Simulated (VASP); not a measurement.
Here is a VASP 6.6.1 calculation.

The input INCAR:

```
PREC = Accurate
ENCUT = 520
EDIFF = 1E-6
ISMEAR = -1
SIGMA = 0.1
LREAL = F
LASPH = T
NELM = 80
ALGO = Normal
ISIF = 2
LWAVE = F
LCHARG = F
GGA = PS
NBANDS = 26
```

The input KPOINTS:

```
Automatic mesh
0
Gamma
  8 8 11
```

POSCAR

```
In
1.0
    5.4630536750      0.0000000000      0.0000000000
   -2.7315268375      4.7311432648      0.0000000000
    0.0000000000      0.0000000000      3.3719051885
In
3
Direct
    0.0000000000      1.0000000000      0.0000000000
    0.3333333333      0.6666666667      0.5000000000
    0.6666666667      0.3333333333      0.5000000000
```

Potentials or basis: VASP PAW PBE potentials, release 64 (In_d).

Launch:

```console
$ cat potpaw_PBE.64/In_d/POTCAR > POTCAR
$ mpirun -np 1 vasp_std > vasp.out
```

Estimate the pressure.

-3.6 GPa.

Stress tensor (GPa, compression positive):
```
-3.53  0.00  0.00
 0.00 -3.53  0.00
 0.00  0.00 -3.69
```

Caveat: the PAW data sets were made with another functional, which shifts forces and pressure a little.
